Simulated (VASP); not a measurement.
# CdSe (P6_3mc) in VASP: further runs

Aim: see how the results for CdSe move with the level of theory and the settings. Levels: PBEsol, PBE. Tasks: relaxation of cell and atoms, single point.

All numbers are computed with VASP 6.6.1; they aren't measurements. Logs are shortened: lines on timing, memory, paths and dates and some standing lists are left out, and cuts for length are marked.

### Step 1. The cell of the first run

It takes space group P6_3mc (No. 186, hexagonal). The conventional cell has a = 4.300 Å, b = 4.300 Å, c = 7.020 Å, α = 90.00°, β = 90.00°, γ = 120.00°. Within 3.4 Å of Cd (site symmetry 3m) lie 4 Se at 2.61 to 2.70 Å. Within 3.4 Å of Se (site symmetry 3m) lie 4 Cd at 2.61 to 2.70 Å.

### Step 2. Relaxation of cell and atoms, PBEsol, target pressure 5 GPa, at which the enthalpy is minimised

File INCAR:

```
SYSTEM = CdSe
PREC     = Accurate       ! precision mode
ENCUT    = 600            ! plane-wave cutoff, eV
EDIFF    = 1E-6           ! SCF threshold, eV
ISMEAR   = -1             ! smearing method
SIGMA    = 0.05           ! smearing width, eV
LREAL    = .False.        ! projectors in reciprocal space
LASPH    = .True.         ! aspherical terms in the spheres
NELM     = 100            ! most SCF steps
ALGO     = Normal         ! electronic algorithm
ISIF     = 3              ! what is computed and relaxed
LWAVE    = .False.        ! write WAVECAR
LCHARG   = .False.        ! write CHGCAR
GGA      = PS             ! functional
IBRION   = 2              ! ionic algorithm
NSW      = 80             ! ionic steps
EDIFFG   = -0.01          ! ionic threshold
PSTRESS  = 50.0
```

File KPOINTS:

```
Automatic mesh
0
Gamma
  7 7 4
  0 0 0
```

File POSCAR:

```
CdSe
1.0
    4.3000000000      0.0000000000      0.0000000000
   -2.1500000000      3.7239092363      0.0000000000
    0.0000000000      0.0000000000      7.0200000000
Cd Se
2 2
Direct
    0.6666666667      0.3333333333      0.5000000000
    0.3333333333      0.6666666667      0.0000000000
    0.6666666667      0.3333333333      0.8850000000
    0.3333333333      0.6666666667      0.3850000000
```

Potentials or basis: VASP PAW PBE potentials, release 64 (Cd, Se).

Command:

```bash
$ cat potpaw_PBE.64/Cd/POTCAR potpaw_PBE.64/Se/POTCAR > POTCAR
$ mpirun -np 1 vasp_std > vasp.out
```

OUTCAR:

```text
SYSTEM = CdSe
   PREC = Accurate
   ENCUT = 600
   EDIFF = 1E-6
   ISMEAR = -1
   LREAL = .False.
   LASPH = .True.
   NELM = 100
   ISIF = 3
   GGA = PS
   IBRION = 2
   NSW = 80
   EDIFFG = -0.01
   PSTRESS = 50.0

 ion  position               nearest neighbor table
   1  0.667  0.333  0.500-   4 2.61   4 2.61   4 2.61   3 2.70
   2  0.333  0.667  0.000-   3 2.61   3 2.61   3 2.61   4 2.70
   3  0.667  0.333  0.885-   2 2.61   2 2.61   2 2.61   1 2.70
   4  0.333  0.667  0.385-   1 2.61   1 2.61   1 2.61   2 2.70

  LATTYP: Found a hexagonal cell.
 ALAT       =     4.3000000000
 C/A-ratio  =     1.6325581395

  Lattice vectors:

 A1 = (   4.3000000000,   0.0000000000,   0.0000000000)
 A2 = (  -2.1500000000,   3.7239092363,   0.0000000000)
 A3 = (   0.0000000000,   0.0000000000,   7.0200000000)

Analysis of symmetry for initial positions (statically):
=====================================================================
 Subroutine PRICEL returns:
 Original cell was already a primitive cell.

 Routine SETGRP: Setting up the symmetry group for a
 hexagonal supercell.

 Subroutine GETGRP returns: Found 12 space group operations
 (whereof  6 operations were pure point group operations)
 out of a pool of 24 trial point group operations.

The static configuration has the point symmetry C_3v.
 The point group associated with its full space group is C_6v.

Analysis of symmetry for dynamics (positions and initial velocities):
=====================================================================
 Subroutine PRICEL returns:
 Original cell was already a primitive cell.

 Routine SETGRP: Setting up the symmetry group for a
 hexagonal supercell.

 Subroutine GETGRP returns: Found 12 space group operations
 (whereof  6 operations were pure point group operations)
 out of a pool of 24 trial point group operations.

The dynamic configuration has the point symmetry C_3v.
 The point group associated with its full space group is C_6v.

 Subroutine INISYM returns: Found 12 space group operations
 (whereof  6 operations are pure point group operations),
 and found     1 'primitive' translations

----------------------------------------------------------------------------------------

                                     Primitive cell

  volume of cell :     112.4099

  direct lattice vectors                    reciprocal lattice vectors
     4.300000000  0.000000000  0.000000000     0.232558140  0.134267504  0.000000000
    -2.150000000  3.723909236  0.000000000     0.000000000  0.268535009  0.000000000
     0.000000000  0.000000000  7.020000000     0.000000000  0.000000000  0.142450142

  length of vectors
     4.300000000  4.300000000  7.020000000     0.268535009  0.268535009  0.142450142

  position of ions in fractional coordinates (direct lattice)
     0.666666667  0.333333333  0.500000000
     0.333333333  0.666666667  0.000000000
     0.666666667  0.333333333  0.885000000
     0.333333333  0.666666667  0.385000000

  ion indices of the primitive-cell ions
   primitive index   ion index
                 1           1
                 2           2
                 3           3
                 4           4

----------------------------------------------------------------------------------------

 KPOINTS: Automatic mesh

Automatic generation of k-mesh.
 Grid dimensions read from file:
 generate k-points for:    7    7    4

 Generating k-lattice:

  Cartesian coordinates                     Fractional coordinates (reciprocal lattice)
     0.033222591  0.019181072  0.000000000     0.142857143  0.000000000  0.000000000
     0.000000000  0.038362144  0.000000000     0.000000000  0.142857143  0.000000000
     0.000000000  0.000000000  0.035612536     0.000000000  0.000000000  0.250000000

  Length of vectors
     0.038362144  0.038362144  0.035612536

  Shift w.r.t. Gamma in fractional coordinates (k-lattice)
     0.000000000  0.000000000  0.000000000

 Subroutine IBZKPT returns following result:
 ===========================================

 Found     24 irreducible k-points:

 Following reciprocal coordinates:
            Coordinates               Weight
  0.000000  0.000000  0.000000      1.000000
  0.142857  0.000000  0.000000      6.000000
  0.285714 -0.000000  0.000000      6.000000
  0.428571 -0.000000  0.000000      6.000000
  0.142857  0.142857  0.000000      6.000000
  0.285714  0.142857  0.000000     12.000000
[... 16 lines left out ...]
  0.428571  0.142857  0.500000      6.000000
  0.285714  0.285714  0.500000      6.000000
   k-points           NKPTS =     24   k-points in BZ     NKDIM =     24   number of bands    NBANDS=     22
   number of dos      NEDOS =    301   number of ions     NIONS =      4
   total plane-waves  NPLWV =  72576
   dimension x,y,z NGX =    36 NGY =   36 NGZ =   56
   dimension x,y,z NGXF=    72 NGYF=   72 NGZF=  112
   ions per type =               2   2
   NGX,Y,Z   is equivalent  to a cutoff of  13.92, 13.92, 13.26 a.u.
   NGXF,Y,Z  is equivalent  to a cutoff of  27.84, 27.84, 26.52 a.u.
 SYSTEM =  CdSe
   PREC   = accura    normal or accurate (medium, high low for compatibility)
   ISTART =      0    job   : 0-new  1-cont  2-samecut
   ICHARG =      2    charge: 1-file 2-atom 10-const
   ISPIN  =      1    spin polarized calculation?
   LNONCOLLINEAR =      F non collinear calculations
   LSORBIT =      F    spin-orbit coupling
   LASPH  =      T    aspherical Exc in radial PAW
   ENCUT  =  600.0 eV  44.10 Ry    6.64 a.u.   8.59  8.59 14.02*2*pi/ulx,y,z
   NELM   =    100;   NELMIN=  2; NELMDL= -5     # of ELM steps
   EDIFF  = 0.1E-05   stopping-criterion for ELM
   LREAL  =      F    real-space projection
   EDIFFG = -.1E-01   stopping-criterion for IOM
   NSW    =     80    number of steps for IOM
   IBRION =      2    ionic relax: 0-MD 1-quasi-New 2-CG
   NFREE  =      1    steps in history (QN), initial steepest desc. (CG)
   ISIF   =      3    stress and relaxation
   ISYM   =      2    0-nonsym 1-usesym 2-fastsym
   POTIM  = 0.5000    time-step for ionic-motion
   TEBEG  =    0.0;   TEEND  =   0.0 temperature during run
   PSTRESS=   50.0 pullay stress
   NELECT =      36.0000    total number of electrons
   NUPDOWN=      -1.0000    fix difference up-down
   EMIN   =  10.00;   EMAX   =-10.00  energy-range for DOS
   EFERMI =   0.00;   METHOD = LEGACY
   ISMEAR =    -1;   SIGMA  =   0.05  broadening in eV -4-tet -1-fermi 0-gaus
   EFERMI_NEDOS =   21; number of points for ismear=-14 and -15
   IALGO  =     38    algorithm
   IMIX   =      4    mixing-type and parameters
     AMIX     =   0.40;   BMIX     =  1.00
     AMIX_MAG =   1.60;   BMIX_MAG =  1.00
  volume/ion in A,a.u.               =      28.10       189.64
  Fermi-wavevector in a.u.,A,eV,Ry     =   1.120059  2.116604 17.068937  1.254531
  Thomas-Fermi vector in A             =   2.256702
   LORBIT       =      0    0 simple, 1 ext, 2 COOP (PROOUT), +10 PAW based schemes
   GGA     = PS    functional components
   LHFCALC =     F    Hartree Fock is set to
   AEXX    =    0.0000 exact exchange contribution
   IVDW    =     0    specifies the selected vdW correction
   LEPSILON=     F    determine dielectric tensor
   LRPA    =     F    only Hartree local field effects (RPA)
 conjugate gradient relaxation of ions
 non-spin polarized calculation
  energy-cutoff  :      600.00
  volume of cell :      112.41
 maximum number of plane-waves:      3791
 NGX is ok and might be reduce to    36
   NGX = 17   NGY = 17   NGZ = 29

--------------------------------------- Ionic step        1  -------------------------------------------

 number of electron      35.9999991 magnetization

 Free energy of the ion-electron system (eV)
  ---------------------------------------------------
  ext. energy  EPLUGINS =         0.00000000
  ---------------------------------------------------
  free energy    TOTEN  =       -12.33057329 eV

  energy without entropy =      -12.33052997  energy(sigma->0) =      -12.33055163

------------------------ aborting loop because EDIFF is reached ----------------------------------------

  FORCE on cell =-STRESS in cart. coord.  units (eV):
  Direction    XX          YY          ZZ          XY          YZ          ZX
  --------------------------------------------------------------------------------------
  -------------------------------------------------------------------------------------
  Total        0.7619159      0.7619159     -0.5742658      0.0000000     -0.0000000      0.0000000
  in kB       10.8595777     10.8595777     -8.1850042      0.0000000     -0.0000000      0.0000000
  external PRESSURE =     -45.4886163 kB  Pullay stress =      50.0000000 kB
[... 99 lines left out ...]
  FREE ENERGIE OF THE ION-ELECTRON SYSTEM (eV)
  ---------------------------------------------------
  free  energy   TOTEN  =       -12.2103848664 eV

  energy  without entropy=      -12.2103743218  energy(sigma->0) =      -12.21037959

  enthalpy is  TOTEN    =        -8.9572460905 eV   P V=        3.2531387760

[... ionic steps 4 to 9 ...]

--------------------------------------- Ionic step       10  -------------------------------------------

 number of electron      36.0000004 magnetization

------------------------ aborting loop because EDIFF is reached ----------------------------------------

  FORCE on cell =-STRESS in cart. coord.  units (eV):
  Direction    XX          YY          ZZ          XY          YZ          ZX
  --------------------------------------------------------------------------------------
  -------------------------------------------------------------------------------------
  Total        3.3265142      3.3265142      3.2854499      0.0000000      0.0000000      0.0000000
  in kB       51.0635760     51.0635760     50.4332208      0.0000000      0.0000000      0.0000000
  external PRESSURE =       0.8534576 kB  Pullay stress =      50.0000000 kB
[... 65 lines left out ...]
  enthalpy is  TOTEN    =        -8.9642014465 eV   P V=        3.2576087744

--------------------------------------- Ionic step       12  -------------------------------------------

 number of electron      36.0000004 magnetization

 Free energy of the ion-electron system (eV)
  ---------------------------------------------------
  ext. energy  EPLUGINS =         0.00000000
  ---------------------------------------------------
  free energy    TOTEN  =       -12.22265712 eV

  energy without entropy =      -12.22264360  energy(sigma->0) =      -12.22265036

 E-fermi :   1.8188     XC(G=0):  -9.4373

 val. band max:        1.4463908174   @ k =   0.0000   0.0000   0.0000
 cond. band min:       2.1407832980   @ k =   0.0000   0.0000   0.0000
 fundamental gap:      0.6943924807
 Fermi energy:         1.8187988977

 k-point     1 :       0.0000    0.0000    0.0000
  band No.  band energies     occupation
      1     -11.6444      2.00000
      2     -11.1877      2.00000
      3      -6.7580      2.00000
      4      -6.7478      2.00000
      5      -6.7478      2.00000
      6      -6.6639      2.00000
[... 620 lines left out ...]
  FREE ENERGIE OF THE ION-ELECTRON SYSTEM (eV)
  ---------------------------------------------------
  free  energy   TOTEN  =       -12.2226571236 eV

  energy  without entropy=      -12.2226436037  energy(sigma->0) =      -12.22265036

  enthalpy is  TOTEN    =        -8.9642484654 eV   P V=        3.2584086582

 reached required accuracy - stopping structural energy minimisation
```

Run time: 2.9 min. Hardware: 1 thread of Intel Xeon 6975P-C (Granite Rapids), shared host; peak memory 0.3 GiB.

Results:

| Quantity | Value |
| --- | --- |
| Free energy | -12.2227 eV |
| Relaxed volume | 26.10 Å³/atom |
| Relaxed cell | a = 4.194 Å, b = 4.194 Å, c = 6.854 Å, α = 90.00°, β = 90.00°, γ = 120.00° |
| Space group after relaxing (to 0.1 Å) | P6_3mc (No. 186) |
| Energy change on relaxing (the run minimises the enthalpy) | +27.0 meV/atom |
| Ionic steps | 12 |
| Pressure after relaxing | 5.0 GPa |
| Largest force after relaxing | 0.009 eV/Å |
| Band gap on the k mesh | 0.69 eV |

Forces on the atoms (eV/Å):
```
Cd   0.000  0.000  0.009
Cd   0.000  0.000  0.009
Se   0.000  0.000 -0.009
Se   0.000  0.000 -0.009
```

The path:
```tsv
step	energy change (eV)	largest force (eV/Å)	pressure (GPa)	volume (Å³)
1	0.0000	0.2745	0.45	112.41
2	0.3021	0.0607	8.67	99.91
3	0.1202	0.1775	5.19	104.24
4	0.1100	0.0021	5.03	104.45
5	0.1111	0.0371	5.06	104.41
6	0.1059	0.0345	4.95	104.55
7	0.0916	0.0242	4.65	104.98
8	0.0939	0.0231	4.74	104.89
9	0.0988	0.0202	4.84	104.72
10	0.1091	0.0150	5.09	104.37
11	0.1088	0.0152	5.08	104.39
12	0.1079	0.0089	5.05	104.41
```

Final structure:
```
CELL_PARAMETERS angstrom
4.19399 0.00000 0.00000
-2.09699 3.63210 0.00000
0.00000 0.00000 6.85427
ATOMIC_POSITIONS crystal
Cd 0.66667 0.33333 0.50484
Cd 0.33333 0.66667 0.00484
Se 0.66667 0.33333 0.88016
Se 0.33333 0.66667 0.38016
```

Levels at points of the mesh, in eV from the valence-band top:
```csv
k point,band 15,band 16,band 17,band 18,band 19,band 20,band 21,band 22
"(0.00, 0.00, 0.00)",-0.89,-0.07,0.00,0.00,0.69,2.17,5.77,5.77
"(0.00, 0.00, 0.50)",-0.47,-0.47,-0.47,-0.47,2.40,2.40,5.85,5.85
```

Caveat: the cell is relaxed towards a set pressure, so the run minimises the enthalpy, not the energy; the PAW data sets were made with another functional, which shifts forces and pressure a little.

(Part 1 of 3 ends here.)
